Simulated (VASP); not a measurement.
# H7C16F in VASP: single point with LDA

Aim: the single point of H7C16F with LDA.

Program: VASP 6.6.1. These are calculated values, not measurements. Logs are shortened: lines on timing, memory, paths and dates and some standing lists are left out, and cuts for length are marked.

### Step 1. The cell of the first run

The cell holds a slab with vacuum, 24 atoms: a = 5.049 Å, b = 5.049 Å, c = 15.776 Å, α = 90.00°, β = 90.00°, γ = 60.00°.

### Step 2. Single point, LDA

INCAR reads:

```
  PREC = Accurate
  ENCUT = 520
  EDIFF = 1E-6
  ISMEAR = 0
  SIGMA = 0.02
  LREAL = Auto
  LASPH = T
  NELM = 60
  ALGO = Normal
  ISIF = 2
  LWAVE = F
  LCHARG = F
  GGA = CA
  NBANDS = 57
```

KPOINTS reads:

```
regular mesh
0
Gamma
  3 3 1
```

POSCAR reads:

```
H7C16F
1.0
    5.0487420000      0.0000000000      0.0000000000
    2.5243710000      4.3723390000      0.0000000000
    0.0000000000      0.0000000000     15.7764260000
H C F
7 16 1
Direct
    0.1666667000      0.1666667000      0.0633857000
    0.6666667000      0.1666667000      0.0633857000
    0.1666667000      0.6666667000      0.0633857000
    0.6666667000      0.6666667000      0.0633857000
   -0.0003678685      0.4996234538      0.3639265344
    0.5008046745      0.4996202521      0.3639293911
   -0.0002792518      1.0006180829      0.3639185446
    0.1666667000      0.1666667000      0.1331100000
    0.6666667000      0.1666667000      0.1331100000
    0.1666667000      0.6666667000      0.1331100000
    0.6666667000      0.6666667000      0.1331100000
   -0.1666667000      0.3333333000      0.1657717000
    0.3333333000      0.3333333000      0.1657717000
   -0.1666667000      0.8333333000      0.1657717000
    0.3333333000      0.8333333000      0.1657717000
   -0.1666612281      0.3333255412      0.2628782910
    0.3327290594      0.3345433386      0.2629527057
   -0.1654568640      0.8327154992      0.2629531208
    0.3327407836      0.8327132752      0.2629526227
   -0.0004390309      0.0008819994      0.2937027299
    0.4999879548      0.0000082070      0.2924999252
   -0.0004510363      0.4995371844      0.2937065511
    0.5009254525      0.4995320372      0.2937081379
    0.5000080492      0.9999854869      0.3811553578
```

Potentials or basis: VASP PAW LDA potentials, release 64 (H, C, F).

Command:

```console
> cat potpaw_LDA.64/H/POTCAR potpaw_LDA.64/C/POTCAR potpaw_LDA.64/F/POTCAR > POTCAR
> mpirun -np 1 vasp_std > vasp.out
```

OUTCAR:

```text
PREC = Accurate
   ENCUT = 520
   EDIFF = 1E-6
   ISMEAR = 0
   LREAL = Auto
   LASPH = T
   NELM = 60
   ISIF = 2
   GGA = CA

 ion  position               nearest neighbor table
   1  0.167  0.167  0.063-   8 1.10
   2  0.667  0.167  0.063-   9 1.10
   3  0.167  0.667  0.063-  10 1.10
   4  0.667  0.667  0.063-  11 1.10
   5  1.000  0.500  0.364-  22 1.11
   6  0.501  0.500  0.364-  23 1.11
   7  1.000  0.001  0.364-  20 1.11
   8  0.167  0.167  0.133-   1 1.10  13 1.55  12 1.55  15 1.55
   9  0.667  0.167  0.133-   2 1.10  12 1.55  13 1.55  14 1.55
  10  0.167  0.667  0.133-   3 1.10  15 1.55  14 1.55  13 1.55
  11  0.667  0.667  0.133-   4 1.10  14 1.55  15 1.55  12 1.55
  12  0.833  0.333  0.166-  16 1.53   9 1.55   8 1.55  11 1.55
  13  0.333  0.333  0.166-  17 1.53   8 1.55   9 1.55  10 1.55
[... 8 lines left out ...]
  22  1.000  0.500  0.294-   5 1.11  16 1.53  18 1.54  17 1.54
  23  0.501  0.500  0.294-   6 1.11  16 1.53  19 1.54  17 1.54
  24  0.500  1.000  0.381-  21 1.40

  LATTYP: Found a hexagonal cell.
 ALAT       =     5.0487421480
 C/A-ratio  =     3.1248230822

  Lattice vectors:

 A1 = (  -2.5243710000,  -4.3723390000,   0.0000000000)
 A2 = (   5.0487420000,   0.0000000000,   0.0000000000)
 A3 = (   0.0000000000,   0.0000000000,  15.7764260000)

Analysis of symmetry for initial positions (statically):
=====================================================================
 Subroutine PRICEL returns:
 Original cell was already a primitive cell.

 Routine SETGRP: Setting up the symmetry group for a
 hexagonal supercell.

 Subroutine GETGRP returns: Found  1 space group operations
 (whereof  1 operations were pure point group operations)
 out of a pool of 24 trial point group operations.

The static configuration has the point symmetry C_1 .

Analysis of symmetry for dynamics (positions and initial velocities):
=====================================================================
 Subroutine PRICEL returns:
 Original cell was already a primitive cell.

 Routine SETGRP: Setting up the symmetry group for a
 hexagonal supercell.

 Subroutine GETGRP returns: Found  1 space group operations
 (whereof  1 operations were pure point group operations)
 out of a pool of 24 trial point group operations.

The dynamic configuration has the point symmetry C_1 .

 Subroutine INISYM returns: Found  1 space group operations
 (whereof  1 operations are pure point group operations),
 and found     1 'primitive' translations

----------------------------------------------------------------------------------------

                                     Primitive cell

  volume of cell :     348.2616

  direct lattice vectors                    reciprocal lattice vectors
     5.048742000  0.000000000  0.000000000     0.198069143 -0.114355268  0.000000000
     2.524371000  4.372339000  0.000000000     0.000000000  0.228710537  0.000000000
     0.000000000  0.000000000 15.776426000     0.000000000  0.000000000  0.063385712

  length of vectors
     5.048742000  5.048742148 15.776426000     0.228710544  0.228710537  0.063385712

  position of ions in fractional coordinates (direct lattice)
     0.166666700  0.166666700  0.063385700
     0.666666700  0.166666700  0.063385700
     0.166666700  0.666666700  0.063385700
     0.666666700  0.666666700  0.063385700
     0.999632132  0.499623454  0.363926534
     0.500804675  0.499620252  0.363929391
[... 16 lines left out ...]
     0.500925452  0.499532037  0.293708138
     0.500008049  0.999985487  0.381155358

  ion indices of the primitive-cell ions
   primitive index   ion index
                 1           1
                 2           2
                 3           3
                 4           4
                 5           5
                 6           6
[... 16 lines left out ...]
                23          23
                24          24

----------------------------------------------------------------------------------------

 KPOINTS: regular mesh

Automatic generation of k-mesh.
 Grid dimensions read from file:
 generate k-points for:    3    3    1

 Generating k-lattice:

  Cartesian coordinates                     Fractional coordinates (reciprocal lattice)
     0.066023048 -0.038118423  0.000000000     0.333333333 -0.000000000  0.000000000
     0.000000000  0.076236846  0.000000000     0.000000000  0.333333333  0.000000000
     0.000000000  0.000000000  0.063385712     0.000000000  0.000000000  1.000000000

  Length of vectors
     0.076236848  0.076236846  0.063385712

  Shift w.r.t. Gamma in fractional coordinates (k-lattice)
     0.000000000  0.000000000  0.000000000

 Subroutine IBZKPT returns following result:
 ===========================================

 Found      5 irreducible k-points:

 Following reciprocal coordinates:
            Coordinates               Weight
  0.000000  0.000000  0.000000      1.000000
  0.333333  0.000000  0.000000      2.000000
  0.333333  0.333333  0.000000      2.000000
  0.000000  0.333333  0.000000      2.000000
 -0.333333  0.333333  0.000000      2.000000
   k-points           NKPTS =      5   k-points in BZ     NKDIM =      5   number of bands    NBANDS=     57
   number of dos      NEDOS =    301   number of ions     NIONS =     24
   total plane-waves  NPLWV = 192000
   dimension x,y,z NGX =    40 NGY =   40 NGZ =  120
   dimension x,y,z NGXF=    80 NGYF=   80 NGZF=  240
   ions per type =               7  16   1
   NGX,Y,Z   is equivalent  to a cutoff of  13.17, 13.17, 12.65 a.u.
   NGXF,Y,Z  is equivalent  to a cutoff of  26.34, 26.34, 25.29 a.u.
 SYSTEM =  unknown system
   PREC   = accura    normal or accurate (medium, high low for compatibility)
   ISTART =      0    job   : 0-new  1-cont  2-samecut
   ICHARG =      2    charge: 1-file 2-atom 10-const
   ISPIN  =      1    spin polarized calculation?
   LNONCOLLINEAR =      F non collinear calculations
   LSORBIT =      F    spin-orbit coupling
   LASPH  =      T    aspherical Exc in radial PAW
   ENCUT  =  520.0 eV  38.22 Ry    6.18 a.u.   9.39  9.39 29.33*2*pi/ulx,y,z
   NELM   =     60;   NELMIN=  2; NELMDL= -5     # of ELM steps
   EDIFF  = 0.1E-05   stopping-criterion for ELM
   LREAL  =      T    real-space projection
   EDIFFG = 0.1E-04   stopping-criterion for IOM
   NSW    =      0    number of steps for IOM
   IBRION =     -1    ionic relax: 0-MD 1-quasi-New 2-CG
   NFREE  =      0    steps in history (QN), initial steepest desc. (CG)
   ISIF   =      2    stress and relaxation
   ISYM   =      2    0-nonsym 1-usesym 2-fastsym
   POTIM  = 0.5000    time-step for ionic-motion
   TEBEG  =    0.0;   TEEND  =   0.0 temperature during run
   PSTRESS=    0.0 pullay stress
   NELECT =      78.0000    total number of electrons
   NUPDOWN=      -1.0000    fix difference up-down
   EMIN   =  10.00;   EMAX   =-10.00  energy-range for DOS
   EFERMI =   0.00;   METHOD = LEGACY
   ISMEAR =     0;   SIGMA  =   0.02  broadening in eV -4-tet -1-fermi 0-gaus
   EFERMI_NEDOS =   21; number of points for ismear=-14 and -15
   IALGO  =     38    algorithm
   IMIX   =      4    mixing-type and parameters
     AMIX     =   0.40;   BMIX     =  1.00
     AMIX_MAG =   1.60;   BMIX_MAG =  1.00
  volume/ion in A,a.u.               =      14.51        97.92
  Fermi-wavevector in a.u.,A,eV,Ry     =   0.994194  1.878754 13.448295  0.988422
  Thomas-Fermi vector in A             =   2.126128
   LORBIT       =      0    0 simple, 1 ext, 2 COOP (PROOUT), +10 PAW based schemes
   GGA     = CA    functional components
   LHFCALC =     F    Hartree Fock is set to
   AEXX    =    0.0000 exact exchange contribution
   IVDW    =     0    specifies the selected vdW correction
   LEPSILON=     F    determine dielectric tensor
   LRPA    =     F    only Hartree local field effects (RPA)
 non-spin polarized calculation
 Gauss-broadening in eV      SIGMA  =   0.02
  energy-cutoff  :      520.00
  volume of cell :      348.26
 maximum number of plane-waves:      9407
 NGX is ok and might be reduce to    40
   NGX = 19   NGY = 19   NGZ = 59

 number of electron      78.0000008 magnetization

 Free energy of the ion-electron system (eV)
  ---------------------------------------------------
  ext. energy  EPLUGINS =         0.00000000
  ---------------------------------------------------
  free energy    TOTEN  =      -192.27621453 eV

  energy without entropy =     -192.27621453  energy(sigma->0) =     -192.27621453

 E-fermi :  -0.5541     XC(G=0):  -5.4243

 val. band max:       -0.7238771503   @ k =   0.0000   0.0000   0.0000
 cond. band min:       2.6787456198   @ k =   0.0000   0.0000   0.0000
 fundamental gap:      3.4026227701
 Fermi energy:        -0.5541076984

 k-point     1 :       0.0000    0.0000    0.0000
  band No.  band energies     occupation
      1     -25.7574      2.00000
      2     -20.2927      2.00000
      3     -17.4123      2.00000
      4     -15.1533      2.00000
      5     -15.1531      2.00000
      6     -15.0613      2.00000
[... 43 lines left out ...]
     50       6.6252      0.00000
     51       6.6254      0.00000

 k-point     2 :       0.3333    0.0000    0.0000
  band No.  band energies     occupation
      1     -25.7500      2.00000
      2     -19.6401      2.00000
      3     -17.7043      2.00000
      4     -16.8062      2.00000
      5     -15.8794      2.00000
      6     -15.8179      2.00000
[... 43 lines left out ...]
     50       7.1258      0.00000
     51       7.4207      0.00000

 k-point     3 :       0.3333    0.3333    0.0000
  band No.  band energies     occupation
      1     -25.7500      2.00000
      2     -19.6401      2.00000
      3     -17.7043      2.00000
      4     -16.8062      2.00000
      5     -15.8794      2.00000
      6     -15.8179      2.00000
[... 43 lines left out ...]
     50       7.1259      0.00000
     51       7.4207      0.00000

 k-point     4 :       0.0000    0.3333    0.0000
  band No.  band energies     occupation
      1     -25.7500      2.00000
      2     -19.6401      2.00000
      3     -17.7044      2.00000
      4     -16.8062      2.00000
      5     -15.8793      2.00000
      6     -15.8179      2.00000
[... 43 lines left out ...]
     50       7.1259      0.00000
     51       7.4207      0.00000

 k-point     5 :      -0.3333    0.3333    0.0000
  band No.  band energies     occupation
      1     -25.7463      2.00000
      2     -18.3827      2.00000
      3     -18.3413      2.00000
      4     -18.3030      2.00000
      5     -15.6890      2.00000
      6     -15.6598      2.00000
[... 43 lines left out ...]
     50       7.0906      0.00000
     51       7.1829      0.00000
 [bands above 51 left out]

------------------------ aborting loop because EDIFF is reached ----------------------------------------

  FORCE on cell =-STRESS in cart. coord.  units (eV):
  Direction    XX          YY          ZZ          XY          YZ          ZX
  --------------------------------------------------------------------------------------
  -------------------------------------------------------------------------------------
  Total       -7.3727519     -7.3750575     -0.0619465     -0.0003459      0.0073316     -0.0035786
  in kB      -33.9183385    -33.9289458     -0.2849846     -0.0015913      0.0337291     -0.0164634
  external PRESSURE =     -22.7107563 kB  Pullay stress =       0.0000000 kB

 VOLUME and BASIS-vectors are now :
 -----------------------------------------------------------------------------
  energy-cutoff  :      520.00
  volume of cell :      348.26
      direct lattice vectors                 reciprocal lattice vectors
     5.048742000  0.000000000  0.000000000     0.198069143 -0.114355268  0.000000000
     2.524371000  4.372339000  0.000000000     0.000000000  0.228710537  0.000000000
     0.000000000  0.000000000 15.776426000     0.000000000  0.000000000  0.063385712

 POSITION                                       TOTAL-FORCE (eV/Angst)
 -----------------------------------------------------------------------------------
      1.26219      0.72872      1.00000         0.006606     -0.003841     -0.332309
      3.78656      0.72872      1.00000        -0.006583     -0.003831     -0.332321
      2.52437      2.91489      1.00000        -0.000004     -0.000021     -0.312959
      5.04874      2.91489      1.00000         0.000005      0.007500     -0.332371
      6.30812      2.18452      5.74146         0.000606      0.000296      0.052912
      3.78966      2.18451      5.74151        -0.001839      0.000315      0.052240
[... 16 lines left out ...]
      3.79005      2.18412      4.63366         0.000676      0.000228      0.007146
      5.04875      4.37228      6.01327        -0.000267      0.000546      0.392186
 -----------------------------------------------------------------------------------
    total drift:                                0.000025      0.000280     -0.063248

  FREE ENERGIE OF THE ION-ELECTRON SYSTEM (eV)
  ---------------------------------------------------
  free  energy   TOTEN  =      -192.2762145275 eV

  energy  without entropy=     -192.2762145275  energy(sigma->0) =     -192.27621453
```

Wall time 6.6 min (1 thread of Intel Xeon 8259CL, shared host); peak memory 0.37 GiB.

What came out:

```yaml
Free_energy: -192.2762 eV
Largest_force: 1.533 eV/Å
Band_gap_on_the_k_mesh: 3.40 eV
```

Forces in eV/Å, atoms in the order of the input:
```
H    0.007 -0.004 -0.332
H   -0.007 -0.004 -0.332
H    0.000  0.000 -0.313
H    0.000  0.007 -0.332
H    0.001  0.000  0.053
H   -0.002  0.000  0.052
H   -0.001  0.001  0.055
C   -0.029  0.017  1.467
C    0.029  0.017  1.467
C    0.000  0.000  1.533
C    0.000 -0.034  1.467
C    0.000  0.000 -1.192
C    0.000 -0.077 -1.237
C   -0.067  0.038 -1.237
C    0.067  0.038 -1.237
C    0.000 -0.002  0.014
C    0.000 -0.008  0.014
C   -0.006  0.005  0.012
C    0.006  0.005  0.012
C    0.000  0.002  0.006
C    0.002 -0.003 -0.346
C   -0.001  0.000  0.007
C    0.001  0.000  0.007
F    0.000  0.001  0.392
```

Caveat: the k points lie up to 0.48 Å⁻¹ apart; there is no dipole correction, which matters where the two faces differ.
